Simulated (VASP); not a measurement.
# Ir3C in VASP: further runs

The runs below take Ir3C through single point, with LDA.

Everything below comes from runs of VASP 6.6.1. Logs are shortened: lines on timing, memory, paths and dates and some standing lists are left out, and cuts for length are marked.

### Step 1. The cell of the first run

The cell holds a slab with vacuum, 4 atoms: a = 2.695 Å, b = 2.695 Å, c = 21.277 Å, α = 90.00°, β = 90.00°, γ = 120.00°.

### Step 2. Single point, LDA, collinear spin

Contents of INCAR:

```
PREC     = Accurate       # precision mode
ENCUT    = 520            # plane-wave cutoff, eV
EDIFF    = 1E-6           # SCF threshold, eV
ISMEAR   = 0              # smearing method
SIGMA    = 0.1            # smearing width, eV
LREAL    = False          # projectors in reciprocal space
LASPH    = True           # aspherical terms in the spheres
NELM     = 150            # most SCF steps
ALGO     = Normal         # electronic algorithm
ISIF     = 2              # what is computed and relaxed
LWAVE    = False          # write WAVECAR
LCHARG   = False          # write CHGCAR
ISPIN    = 2              # spin polarisation
MAGMOM   = 0 0 0 2        # initial moments
LORBIT   = 11             # projections on sites
LMAXMIX  = 4              # l up to which the mixer works
LDIPOL   = True         
IDIPOL   = 3            
DIPOL    = 0.5 0.5 0.336
GGA      = CA             # functional
NBANDS   = 28             # bands
```

Contents of KPOINTS:

```
regular mesh
0
Gamma
  12 12 1
```

Contents of POSCAR:

```
Ir3C
1.0
    2.6946510889      0.0000000000      0.0000000000
   -1.3473255444      2.3336362973      0.0000000000
    0.0000000000      0.0000000000     21.2769546740
Ir C
3 1
Direct
    0.6666666667      0.3333333333      0.1879968286
    0.3333333333      0.6666666667      0.2885049938
    0.0000000000      0.0000000000      0.3890103072
    0.8888888889     -0.8888888889      0.4787787928
```

Potentials or basis: VASP PAW LDA potentials, release 64 (Ir, C).

The run is started by

```console
cat potpaw_LDA.64/Ir/POTCAR potpaw_LDA.64/C/POTCAR > POTCAR
mpirun -np 1 vasp_std > vasp.out
```

OUTCAR:

```text
PREC = Accurate
   ENCUT = 520
   EDIFF = 1E-6
   ISMEAR = 0
   LREAL = False
   LASPH = True
   NELM = 150
   ISIF = 2
   ISPIN = 2
   LORBIT = 11
   GGA = CA

 ion  position               nearest neighbor table
   1  0.667  0.333  0.188-   2 2.64   2 2.64   2 2.64
   2  0.333  0.667  0.289-   3 2.64   3 2.64   3 2.64   1 2.64   1 2.64   1 2.64
   3  0.000  0.000  0.389-   4 1.98   2 2.64   2 2.64   2 2.64
   4  0.889  0.111  0.479-   3 1.98

  LATTYP: Found a hexagonal cell.
 ALAT       =     2.6946510889
 C/A-ratio  =     7.8959961687

  Lattice vectors:

 A1 = (   2.6946510889,   0.0000000000,   0.0000000000)
 A2 = (  -1.3473255444,   2.3336362973,   0.0000000000)
 A3 = (   0.0000000000,   0.0000000000,  21.2769546740)

Analysis of symmetry for initial positions (statically):
=====================================================================
 Subroutine PRICEL returns:
 Original cell was already a primitive cell.

 Routine SETGRP: Setting up the symmetry group for a
 hexagonal supercell.

 Subroutine GETGRP returns: Found  2 space group operations
 (whereof  2 operations were pure point group operations)
 out of a pool of 24 trial point group operations.

The static configuration has the point symmetry C_1h.

Analysis of symmetry for dynamics (positions and initial velocities):
=====================================================================
 Subroutine PRICEL returns:
 Original cell was already a primitive cell.

 Routine SETGRP: Setting up the symmetry group for a
 hexagonal supercell.

 Subroutine GETGRP returns: Found  2 space group operations
 (whereof  2 operations were pure point group operations)
 out of a pool of 24 trial point group operations.

The dynamic configuration has the point symmetry C_1h.

Analysis of structural, dynamic, and magnetic symmetry:
=====================================================================
 Subroutine PRICEL returns:
 Original cell was already a primitive cell.

 Routine SETGRP: Setting up the symmetry group for a
 hexagonal supercell.

 Subroutine GETGRP returns: Found  2 space group operations
 (whereof  2 operations were pure point group operations)
 out of a pool of 24 trial point group operations.

The overall configuration has the point symmetry C_1h.

 Subroutine INISYM returns: Found  2 space group operations
 (whereof  2 operations are pure point group operations),
 and found     1 'primitive' translations

[... 129 lines left out ...]
 spin polarized calculation
 Gauss-broadening in eV      SIGMA  =   0.10
  energy-cutoff  :      520.00
  volume of cell :      133.80
 maximum number of plane-waves:      3675
   NGX =  9   NGY =  9   NGZ = 79

 dipolmoment           0.000000      0.000000     -0.046836 electrons x Angstroem

 number of electron      31.0000000 magnetization       0.0005327

 dipolmoment           0.000000      0.000000      0.048693 electrons x Angstroem

 Free energy of the ion-electron system (eV)
  ---------------------------------------------------
  ext. energy  EPLUGINS =         0.00000000
  ---------------------------------------------------
  free energy    TOTEN  =       -35.09692560 eV

  energy without entropy =      -35.08101398  energy(sigma->0) =      -35.08896979

 E-fermi :  -0.4642     XC(G=0):  -6.0984

 val. band max:       -0.4989536842   @ k =   0.1667   0.1667   0.0000
 cond. band min:      -0.4566925120   @ k =   0.3333   0.0833   0.0000
 fundamental gap:      0.0422611722
 Fermi energy:        -0.4642031990

 spin component 1

 k-point     1 :       0.0000    0.0000    0.0000
  band No.  band energies     occupation
      1     -12.7099      1.00000
      2     -10.6916      1.00000
      3      -8.7951      1.00000
      4      -8.6145      1.00000
      5      -4.7940      1.00000
      6      -4.5635      1.00000
[... 709 lines left out ...]
     26      10.0566      0.00000
     27      10.6671      0.00000

 [... further k-points ...]

 spin component 2

 k-point     1 :       0.0000    0.0000    0.0000
  band No.  band energies     occupation
      1     -12.7099      1.00000
      2     -10.6915      1.00000
      3      -8.7951      1.00000
      4      -8.6144      1.00000
      5      -4.7940      1.00000
      6      -4.5635      1.00000
[... 709 lines left out ...]
     26      10.0605      0.00000
     27      10.6695      0.00000

 [... further k-points ...]

 [bands above 27 left out]

------------------------ aborting loop because EDIFF is reached ----------------------------------------

 vacuum level on the upper side and lower side of the slab       (xc-potential included)         0.674        -0.692

  FORCE on cell =-STRESS in cart. coord.  units (eV):
  Direction    XX          YY          ZZ          XY          YZ          ZX
  --------------------------------------------------------------------------------------
  -------------------------------------------------------------------------------------
  Total       -1.6700726     -1.4672896     -0.4898439      0.1756152      0.0261746     -0.0453361
  in kB      -19.9986537    -17.5703840     -5.8657436      2.1029433      0.3134339     -0.5428867
  external PRESSURE =     -14.4782604 kB  Pullay stress =       0.0000000 kB

 VOLUME and BASIS-vectors are now :
 -----------------------------------------------------------------------------
  energy-cutoff  :      520.00
  volume of cell :      133.80
      direct lattice vectors                 reciprocal lattice vectors
     2.694651089  0.000000000  0.000000000     0.371105559  0.214257895  0.000000000
    -1.347325544  2.333636297  0.000000000     0.000000000  0.428515789  0.000000000
     0.000000000  0.000000000 21.276954674     0.000000000  0.000000000  0.046999207

 POSITION                                       TOTAL-FORCE (eV/Angst)
 -----------------------------------------------------------------------------------
      1.34733      0.77788      4.00000         0.184295     -0.106403     -0.418477
     -0.00000      1.55576      6.13851         0.004805     -0.002774     -0.918027
      0.00000      0.00000      8.27695        -0.583549      0.336912      3.541457
      2.24554      0.25929     10.18695         0.394449     -0.227735     -2.204953
 -----------------------------------------------------------------------------------
    total drift:                                0.000138     -0.000080      0.000153

  FREE ENERGIE OF THE ION-ELECTRON SYSTEM (eV)
  ---------------------------------------------------
  free  energy   TOTEN  =       -35.0969256036 eV

  energy  without entropy=      -35.0810139782  energy(sigma->0) =      -35.08896979

 vacuum level on the upper side and lower side of the slab         6.767         5.366

 total charge

# of ion       s       p       d       tot
------------------------------------------
    1        0.689   0.621   6.963   8.272
    2        0.702   0.794   7.073   8.569
    3        0.723   0.794   7.115   8.633
    4        1.025   1.027   0.000   2.051
--------------------------------------------------
tot          3.138   3.236  21.150  27.525

 magnetization (x)

# of ion       s       p       d       tot
------------------------------------------
    1        0.000   0.000   0.000   0.000
    2        0.000   0.000   0.000   0.000
    3        0.000   0.000  -0.000  -0.000
    4        0.000   0.000   0.000   0.000
--------------------------------------------------
tot          0.000   0.000   0.000   0.000
```

OSZICAR:

```text
N       E                     dE             d eps       ncg     rms          rms(c)
DAV:   1     0.288215997445E+03    0.28822E+03   -0.12068E+04  4824   0.931E+02
DAV:   2    -0.177534518846E+02   -0.30597E+03   -0.25881E+03  4880   0.285E+02
DAV:   3    -0.367435351447E+02   -0.18990E+02   -0.17757E+02  6216   0.772E+01
[... 21 lines left out ...]
DAV:  25    -0.350969063689E+02   -0.12948E-04   -0.48022E-06  3980   0.129E-02    0.619E-03
DAV:  26    -0.350969176707E+02   -0.11302E-04   -0.15692E-06  3852   0.601E-03    0.518E-03
DAV:  27    -0.350969225070E+02   -0.48363E-05   -0.40701E-07  3952   0.353E-03    0.570E-03
DAV:  28    -0.350969255002E+02   -0.29932E-05   -0.14392E-07  4176   0.216E-03    0.525E-03
DAV:  29    -0.350969256036E+02   -0.10339E-06   -0.66780E-08  4016   0.250E-03
   1 F= -.35096926E+02 E0= -.35088970E+02  d E =-.159116E-01  mag=     0.0004
```

stdout:

```text
POSCAR found type information on POSCAR IrC
 POSCAR found :  2 types and       4 ions
 scaLAPACK will be used
 LDA part: xc-table for (Slater(with rela. corr.)+CA(PZ))
 , standard interpolation
 POSCAR, INCAR and KPOINTS ok, starting setup
 FFT: planning ... GRIDC
 FFT: planning ... GRID_SOFT
 FFT: planning ... GRID
 WAVECAR not read
 entering main loop
```

Run time: 4 min. Hardware: 1 thread of AMD EPYC 9R45 (Zen 5), shared host; peak memory 0.34 GiB.

What came out:

* Free energy: -35.0969 eV
* Largest force: 3.605 eV/Å
* Net moment: 0.00 μB per cell
* Valence electrons inside the program's atomic spheres: Ir 8.27, 8.57, 8.63; C 2.05

Forces on the atoms (eV/Å):
```
Ir   0.184 -0.106 -0.418
Ir   0.005 -0.003 -0.918
Ir  -0.584  0.337  3.541
C    0.394 -0.228 -2.205
```

Caveat: spin-orbit coupling is left out, which moves the levels of the heavy elements.

### Step 3. Single point, LDA, collinear spin

Contents of INCAR:

```
  ALGO = Normal
  DIPOL = 0.5 0.5 0.346
  EDIFF = 1E-6
  ENCUT = 520
  IDIPOL = 3
  ISIF = 2
  ISMEAR = 0
  ISPIN = 2
  LASPH = True
  LCHARG = True
  LDIPOL = True
  LELF = True
  LMAXMIX = 4
  LORBIT = 11
  LREAL = False
  LVACPOTAV = True
  LVHAR = True
  LWAVE = False
  MAGMOM = 0 0 0 2
  NBANDS = 28
  NELM = 150
  PREC = Accurate
  SIGMA = 0.1
```

Contents of KPOINTS:

```
k-points
0
Gamma
  12 12 1
```

Edit POSCAR of step 2 so:

```diff
@@ -11,2 +11,2 @@
     0.0000000000      0.0000000000      0.3890103072
-    0.8888888889     -0.8888888889      0.4787787928
+    0.8888888889     -0.8888888889      0.5173181427
```

Potentials or basis: VASP PAW LDA potentials, release 64 (Ir, C).

The run is started by

```console
cat potpaw_LDA.64/Ir/POTCAR potpaw_LDA.64/C/POTCAR > POTCAR
mpirun -np 1 vasp_std > vasp.out
```

Run time: 5 min. Hardware: 1 thread of AMD EPYC 9R45 (Zen 5), shared host; peak memory 0.34 GiB.

Results (log left out):

```yaml
Free_energy: -33.1064 eV
Largest_force: 1.902 eV/Å
Net_moment: 0.00 μB per cell
Valence_electrons_inside_the_program's_atomic_spheres: Ir 8.28, 8.53, 8.27; C 1.91
```

Forces on the atoms (eV/Å):
```
Ir   0.054 -0.031 -0.360
Ir   0.043 -0.025  0.376
Ir  -0.311  0.180  1.868
C    0.215 -0.124 -1.884
```

Levels at points of the mesh, in eV from the Fermi level:
Spin up:
| k point | band 13 | band 14 | band 15 | band 16 | band 17 | band 18 |
| --- | --- | --- | --- | --- | --- | --- |
| (0.00, 0.00, 0.00) | -2.28 | -1.17 | -1.17 | -0.38 | -0.35 | -0.32 |
| (0.50, 0.00, 0.00) | -0.06 | 0.59 | 0.95 | 1.13 | 1.47 | 1.59 |
| (0.50, 0.50, 0.00) | 0.04 | 0.59 | 0.82 | 0.95 | 1.59 | 1.70 |
Spin down:
```tsv
k point	band 12	band 13	band 14	band 15	band 16	band 17	band 18	band 19
(0.00, 0.00, 0.00)	-3.03	-2.28	-1.17	-1.17	-0.38	-0.35	-0.32	0.80
(0.50, 0.00, 0.00)	-1.05	-0.06	0.59	0.95	1.13	1.47	1.59	1.71
(0.50, 0.50, 0.00)	-1.20	0.04	0.59	0.82	0.95	1.59	1.70	1.95
```

Caveat: spin-orbit coupling is left out, which moves the levels of the heavy elements.
